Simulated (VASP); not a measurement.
Runs of VASP 6.6.1 on PtSe2. The structure is that of space group P4/mmm (No. 123), or close to it. The cells are those of the table. 

```csv
task,spin,cell,k mesh,cutoff (eV),gap on the mesh (eV),pressure (GPa),moment (μB),relaxed volume (Å³/atom),largest force (eV/Å)
single point,off,"a = 3.297, b = 3.297, c = 5.706 Å, 3 atoms",4 × 4 × 4,520,none,0.1,-,-,0.01
single point,off,"a = 3.320, b = 3.320, c = 5.688 Å, 3 atoms",6 × 6 × 4,520,none,-0.1,-,-,0.04
single point,"collinear, ferromagnetic start","a = 4.747, b = 4.747, c = 3.779 Å, 3 atoms",4 × 4 × 4,520,none,37.7,0.02,-,16.52
single point,"collinear, ferromagnetic start","a = 3.320, b = 3.320, c = 5.688 Å, 3 atoms",6 × 6 × 4,520,none,-0.1,0.00,-,0.04
single point,off,"a = 3.294, b = 3.294, c = 5.764 Å, 3 atoms",14 × 14 × 8,520,none,-0.1,-,-,-
relaxation of cell and atoms,off,"relaxed from a = 3.320, b = 3.320, c = 5.688 Å, 3 atoms",14 × 14 × 8,600,none,0.0,-,(b),0.01
relaxation of cell and atoms,off,"relaxed from a = 4.747, b = 4.747, c = 3.779 Å, 3 atoms",4 × 4 × 4,600,none,-0.1,-,20.77,0.03
single point,off,"a = 4.747, b = 4.747, c = 3.779 Å, 3 atoms",4 × 4 × 4,520,none,37.7,-,-,16.52
relaxation of cell and atoms,off,"relaxed from a = 3.297, b = 3.297, c = 5.706 Å, 3 atoms",6 × 6 × 4,600,none,-0.2,-,(a),-
```

Alike in all rows: level PBE; potentials or basis VASP PAW PBE potentials, release 64 (Pt, Se); smearing gaussian 0.1 eV.

**Question.** Estimate the missing entries.

**Answer.** (a) 20.96; (b) 20.83.

Caveats: some runs use coarse meshes; spin-orbit coupling is left out, which moves the levels of the heavy elements; forces of over 1 eV/Å act on the atoms, so gaps and moduli don't describe the material at rest (some runs); the volume moved by over 15 % at a fixed basis, so the end points are rough (some runs).

A k mesh can miss the band edges, and the runs leave out spin-orbit coupling on Pt, Se.

A gap of «none» marks levels without a gap at the run's occupations.
